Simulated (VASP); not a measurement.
# LiBe (P2_1/m) in VASP: single point with PBE

Aim: the single point of LiBe with PBE.

Program: VASP 6.6.1. These are calculated values, not measurements. Logs are shortened: lines on timing, memory, paths and dates and some standing lists are left out, and cuts for length are marked.

### Step 1. The cell of the first run

Symmetry: P2_1/m, No. 11, monoclinic system. The conventional cell has a = 2.295 Å, b = 3.611 Å, c = 5.525 Å, α = 90.00°, β = 94.17°, γ = 90.00°. Li (site symmetry m) has 6 Li at 2.29 to 2.82 Å and 5 Be at 2.31 to 2.65 Å within 3.0 Å. Within 3.0 Å of Be (site symmetry m) lie 6 Be at 2.28 to 2.31 Å and 5 Li at 2.31 to 2.65 Å.

### Step 2. Single point, PBE

Input file INCAR:

```
PREC = Accurate
ENCUT = 520
EDIFF = 1E-7
ISMEAR = -1
SIGMA = 0.05
LREAL = False
LASPH = True
NELM = 60
ALGO = Normal
ISIF = 2
LWAVE = False
LCHARG = False
GGA = PE
NBANDS = 13
```

Input file KPOINTS:

```
regular mesh
0
Gamma
  19 12 8
```

Input file POSCAR:

```
LiBe
1.0
    2.2946901458      0.0000000000      0.0000000000
    0.0000000000      3.6107246625      0.0000000000
   -0.4015125585      0.0000000000      5.5104085642
Li Be
2 2
Direct
    0.7381293099      0.2500000000      0.1556282737
    0.2618706901      0.7500000000      0.8443717263
    0.7559263892      0.2500000000      0.5750225749
    0.2440736108      0.7500000000      0.4249774251
```

Potentials or basis: VASP PAW PBE potentials, release 64 (Li_sv, Be).

On the command line:

```
$ cat potpaw_PBE.64/Li_sv/POTCAR potpaw_PBE.64/Be/POTCAR > POTCAR
$ mpirun -np 1 vasp_std > vasp.out
```

OUTCAR:

```text
PREC = Accurate
   ENCUT = 520
   EDIFF = 1E-7
   ISMEAR = -1
   LREAL = False
   LASPH = True
   NELM = 60
   ISIF = 2
   GGA = PE

 ion  position               nearest neighbor table
   1  0.738  0.250  0.156-   3 2.31
   2  0.262  0.750  0.844-   4 2.31
   3  0.756  0.250  0.575-   4 2.28   4 2.28   4 2.31   4 2.31   1 2.31
   4  0.244  0.750  0.425-   3 2.28   3 2.28   3 2.31   3 2.31   2 2.31

  LATTYP: Found a simple monoclinic cell.
 ALAT       =     2.2946901458
 B/A-ratio  =     1.5735129508
 C/A-ratio  =     2.4077399703
 COS(beta)  =    -0.0726717303

  Lattice vectors:

 A1 = (   2.2946901458,   0.0000000000,   0.0000000000)
 A2 = (   0.0000000000,   3.6107246625,   0.0000000000)
 A3 = (  -0.4015125585,   0.0000000000,   5.5104085642)

Analysis of symmetry for initial positions (statically):
=====================================================================
 Subroutine PRICEL returns:
 Original cell was already a primitive cell.

 Routine SETGRP: Setting up the symmetry group for a
 simple monoclinic supercell.

 Subroutine GETGRP returns: Found  4 space group operations
 (whereof  2 operations were pure point group operations)
 out of a pool of  4 trial point group operations.

The static configuration has the point symmetry S_2 .
 The point group associated with its full space group is C_2h.

Analysis of symmetry for dynamics (positions and initial velocities):
=====================================================================
 Subroutine PRICEL returns:
 Original cell was already a primitive cell.

 Routine SETGRP: Setting up the symmetry group for a
 simple monoclinic supercell.

 Subroutine GETGRP returns: Found  4 space group operations
 (whereof  2 operations were pure point group operations)
 out of a pool of  4 trial point group operations.

The dynamic configuration has the point symmetry S_2 .
 The point group associated with its full space group is C_2h.

 Subroutine INISYM returns: Found  4 space group operations
 (whereof  2 operations are pure point group operations),
 and found     1 'primitive' translations

----------------------------------------------------------------------------------------

                                     Primitive cell

  volume of cell :      45.6565

  direct lattice vectors                    reciprocal lattice vectors
     2.294690146  0.000000000  0.000000000     0.435788685  0.000000000  0.031753477
     0.000000000  3.610724663  0.000000000     0.000000000  0.276952715  0.000000000
[... 98 lines left out ...]
   TEBEG  =    0.0;   TEEND  =   0.0 temperature during run
   PSTRESS=    0.0 pullay stress
   NELECT =      10.0000    total number of electrons
   NUPDOWN=      -1.0000    fix difference up-down
   EMIN   =  10.00;   EMAX   =-10.00  energy-range for DOS
   EFERMI =   0.00;   METHOD = LEGACY
   ISMEAR =    -1;   SIGMA  =   0.05  broadening in eV -4-tet -1-fermi 0-gaus
   EFERMI_NEDOS =   21; number of points for ismear=-14 and -15
   IALGO  =     38    algorithm
   IMIX   =      4    mixing-type and parameters
     AMIX     =   0.40;   BMIX     =  1.00
     AMIX_MAG =   1.60;   BMIX_MAG =  1.00
  volume/ion in A,a.u.               =      11.41        77.03
  Fermi-wavevector in a.u.,A,eV,Ry     =   0.986826  1.864831 13.249712  0.973826
  Thomas-Fermi vector in A             =   2.118236
   LORBIT       =      0    0 simple, 1 ext, 2 COOP (PROOUT), +10 PAW based schemes
   GGA     = PE    functional components
   LHFCALC =     F    Hartree Fock is set to
   AEXX    =    0.0000 exact exchange contribution
   IVDW    =     0    specifies the selected vdW correction
   LEPSILON=     F    determine dielectric tensor
   LRPA    =     F    only Hartree local field effects (RPA)
 non-spin polarized calculation
  energy-cutoff  :      520.00
  volume of cell :       45.66
 maximum number of plane-waves:      1244
 NGX is ok and might be reduce to    18
   NGX =  9   NGY = 13   NGZ = 21

 number of electron      10.0000000 magnetization

 number of electron       9.9999989 magnetization

 Free energy of the ion-electron system (eV)
  ---------------------------------------------------
  ext. energy  EPLUGINS =         0.00000000
  ---------------------------------------------------
  free energy    TOTEN  =       -10.71401358 eV

  energy without entropy =      -10.70732647  energy(sigma->0) =      -10.71067003

 E-fermi :   3.1131     XC(G=0):  -8.9366

 val. band max:        3.1028326509   @ k =   0.2632   0.3333   0.0000
 cond. band min:       3.1142357481   @ k =   0.2632   0.4167   0.5000
 fundamental gap:      0.0114030973
 Fermi energy:         3.1130659985

 k-point     1 :       0.0000    0.0000    0.0000
  band No.  band energies     occupation
      1     -42.9819      2.00000
      2     -42.9393      2.00000
      3      -4.3684      2.00000
      4       0.1505      2.00000
      5       1.0294      2.00000
      6       2.4345      2.00000
      7       7.5646      0.00000
      8       8.8728      0.00000
      9       9.1603      0.00000
     10       9.9092      0.00000
     11      13.4159      0.00000
     12      13.8443      0.00000
     13      15.7947      0.00000
[... 354 lines left out ...]
  band No.  band energies     occupation
      1     -42.9521      2.00000
      2     -42.9194      2.00000
      3      -3.6212      2.00000
      4       0.8578      2.00000
      5       1.7155      2.00000
      6       1.8188      2.00000
      7       7.8692      0.00000
      8       8.3714      0.00000
      9       9.2738      0.00000
     10      11.8121      0.00000
     11      12.1903      0.00000
     12      14.5748      0.00000
     13      14.9365      0.00000

 [... further k-points ...]
[... 5 lines left out ...]
  --------------------------------------------------------------------------------------
  -------------------------------------------------------------------------------------
  Total       -0.0487709     -0.0394405      0.0635050      0.0000000      0.0000000      0.0419879
  in kB       -1.7114693     -1.3840472      2.2285171      0.0000000      0.0000000      1.4734396
  external PRESSURE =      -0.2889998 kB  Pullay stress =       0.0000000 kB

 VOLUME and BASIS-vectors are now :
 -----------------------------------------------------------------------------
  energy-cutoff  :      520.00
  volume of cell :       45.66
      direct lattice vectors                 reciprocal lattice vectors
     2.294690146  0.000000000  0.000000000     0.435788685  0.000000000  0.031753477
     0.000000000  3.610724663  0.000000000     0.000000000  0.276952715  0.000000000
    -0.401512559  0.000000000  5.510408564     0.000000000  0.000000000  0.181474747

 POSITION                                       TOTAL-FORCE (eV/Angst)
 -----------------------------------------------------------------------------------
      1.63129      0.90268      0.85758         0.002021      0.000000      0.002872
      0.26189      2.70804      4.65283        -0.002021     -0.000000     -0.002872
      1.50374      0.90268      3.16861         0.000685      0.000000      0.011249
      0.38944      2.70804      2.34180        -0.000685     -0.000000     -0.011249
 -----------------------------------------------------------------------------------
    total drift:                                0.000000      0.000000     -0.000000

  FREE ENERGIE OF THE ION-ELECTRON SYSTEM (eV)
  ---------------------------------------------------
  free  energy   TOTEN  =       -10.7140135799 eV

  energy  without entropy=      -10.7073264735  energy(sigma->0) =      -10.71067003
```

OSZICAR:

```text
N       E                     dE             d eps       ncg     rms          rms(c)
DAV:   1     0.297967443113E+02    0.29797E+02   -0.44211E+03 14014   0.748E+02
DAV:   2    -0.477035102066E+01   -0.34567E+02   -0.33293E+02 16775   0.165E+02
DAV:   3    -0.109626399490E+02   -0.61923E+01   -0.61145E+01 27447   0.434E+01
DAV:   4    -0.110303255195E+02   -0.67686E-01   -0.67643E-01 17388   0.674E+00
DAV:   5    -0.110310817472E+02   -0.75623E-03   -0.75619E-03 22408   0.643E-01    0.176E+00
DAV:   6    -0.107284883782E+02    0.30259E+00   -0.68503E-01 17930   0.235E+00    0.735E-01
DAV:   7    -0.107138454131E+02    0.14643E-01   -0.74112E-02 21342   0.947E-01    0.378E-01
DAV:   8    -0.107142111579E+02   -0.36574E-03   -0.92082E-03 17305   0.458E-01    0.480E-02
DAV:   9    -0.107140332822E+02    0.17788E-03   -0.17521E-03 20131   0.139E-01    0.281E-02
DAV:  10    -0.107140140673E+02    0.19215E-04   -0.12879E-04 17522   0.511E-02    0.361E-03
DAV:  11    -0.107140135192E+02    0.54811E-06   -0.73737E-06 18516   0.170E-02    0.129E-03
DAV:  12    -0.107140135799E+02   -0.60700E-07   -0.22985E-07 19513   0.311E-03
   1 F= -.10714014E+02 E0= -.10710670E+02  d E =-.668711E-02
```

Run time: 6.2 min. Hardware: 1 thread of Oxide Virtual Turin-like, shared host; peak memory 0.33 GiB.

What came out:

- Free energy: -10.7140 eV
- Largest force: 0.011 eV/Å
- Band gap on the k mesh: zero (band 5 reaches 6.10 eV, above the bottom of band 6 at 0.76 eV)

Forces in eV/Å, atoms in the order of the input:
```
Li   0.002  0.000  0.003
Li  -0.002  0.000 -0.003
Be   0.001  0.000  0.011
Be  -0.001  0.000 -0.011
```

Levels at points of the mesh, in eV from the Fermi level:
```csv
k point,band 1,band 2,band 3,band 4,band 5,band 6,band 7,band 8,band 9,band 10
"(0.00, 0.00, 0.00)",-46.09,-46.05,-7.48,-2.96,-2.08,-0.68,4.45,5.76,6.05,6.80
"(0.00, 0.50, 0.00)",-46.07,-46.07,-5.40,-5.40,-1.93,-1.93,2.43,2.43,11.01,11.01
"(0.00, 0.00, 0.50)",-46.09,-46.05,-7.38,-4.24,-0.47,1.03,2.42,3.49,5.21,9.71
"(0.00, 0.50, 0.50)",-46.07,-46.07,-5.33,-5.33,-2.35,-2.35,4.09,4.09,7.33,7.33
```

Caveat: the cutoff is under 1.25 times the usual one of these potentials, so pressure, stress and relaxed cells hold a basis-set (Pulay) error.
